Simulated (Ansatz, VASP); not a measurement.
# Two plane-wave programs on K

File INCAR:

```
PREC = Accurate ; ENCUT = 520
EDIFF = 1E-7 ; ISMEAR = -1
SIGMA = 0.1 ; LREAL = F
LASPH = T ; NELM = 60
ALGO = Normal ; ISIF = 2
LWAVE = F ; LCHARG = F
GGA = PS ; NBANDS = 20
```

Contents of KPOINTS:

```
regular mesh
0
Gamma
  6 6 8
```

POSCAR

```
K
1.0
    7.3655796801      0.0000000000      0.0000000000
   -3.6827898401      6.3787791165      0.0000000000
    0.0000000000      0.0000000000      4.3795251489
K
3
Direct
    0.0000000000      1.0000000000      1.0000000000
    0.3333333333      0.6666666667      0.5000000000
    0.6666666667      0.3333333333      0.5000000000
```

Input for Ansatz:

```yaml
crystal:
  lattice:
    - [7.3655796801, 0.0, 0.0]
    - [-3.6827898401, 6.3787791165, 0.0]
    - [0.0, 0.0, 4.3795251489]
  atoms:
    - { symbol: K, position: [0.0, 1.0, 1.0] }
    - { symbol: K, position: [0.3333333333, 0.6666666667, 0.5] }
    - { symbol: K, position: [0.6666666667, 0.3333333333, 0.5] }
hamiltonian:
  xc: pbesol
  pseudopotentials:
    kind: paw
    azcp:
      K: "pseudopotentials/K.paw.azcp"
basis:
  ecutwfc: 420
  fft_grid_basis: typed
kpoints:
  mp_grid: { grid: [6, 6, 8], shift: [0, 0, 0] }
magnetization:
  spin_polarized: false
scf:
  occupations: { method: fermi_dirac, width: 0.1 }
  lower_state_search: "off"
output:
  stress: true
```

Alike in both runs: task single point; functional PBEsol; k mesh 6 × 6 × 8; occupations fermi-dirac, width 0.1 eV; no spin polarisation.

|  | VASP | Ansatz |
| --- | --- | --- |
| version | VASP 6.6.1 | Ansatz 0.2.0 |
| potentials or method | VASP PAW PBE potentials, release 64 (K_sv), cutoff 520 eV | plane waves (420 eV) with PAW, scalar-relativistic |
| valence electrons in the cell | 27 | 27 |

|  | VASP | Ansatz | Ansatz less VASP |
| --- | --- | --- | --- |
| pressure (GPa) | 0.2 | 0.2 | +0.01 |

VASP's potentials were made for PBE, not for PBEsol, and Ansatz warns of the same on its side.
